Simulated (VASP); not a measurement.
The system is Ni.

```
Ni
1.0
     2.44802    0.00000    0.00000
    -1.22401    2.12005    0.00000
     0.00000    0.00000    4.07281
Ni
2
Cartesian
  0.0000 1.4134 1.0182
  1.2240 0.7067 3.0546
```

Base run:

```yaml
Program: VASP 6.6.1
Functional: LDA
Potentials_or_basis: VASP PAW LDA potentials, release 64 (Ni)
Cutoff: 520 eV
k_mesh: 10 × 10 × 6
Occupations: fermi-dirac, width 0.1 eV
Spin: collinear spin, ferromagnetic start
Starting_moments: "[1.5, 1.5] μB"
```

Its results: pressure -10.4 GPa; net moment 1.24 μB per cell; site moments Ni +0.62 μB.

Task: After a change of settings the same cell gave: pressure -4.2 GPa; net moment 2.16 μB per cell; site moments Ni +1.06 μB. Which change was it?
A. k mesh from 10 × 10 × 6 to 8 × 8 × 5
B. k mesh from 10 × 10 × 6 to 13 × 13 × 7
C. k mesh from 10 × 10 × 6 to 5 × 5 × 3
D. k mesh from 10 × 10 × 6 to 3 × 3 × 2

Result: D.

Caveats: some runs use coarse meshes.
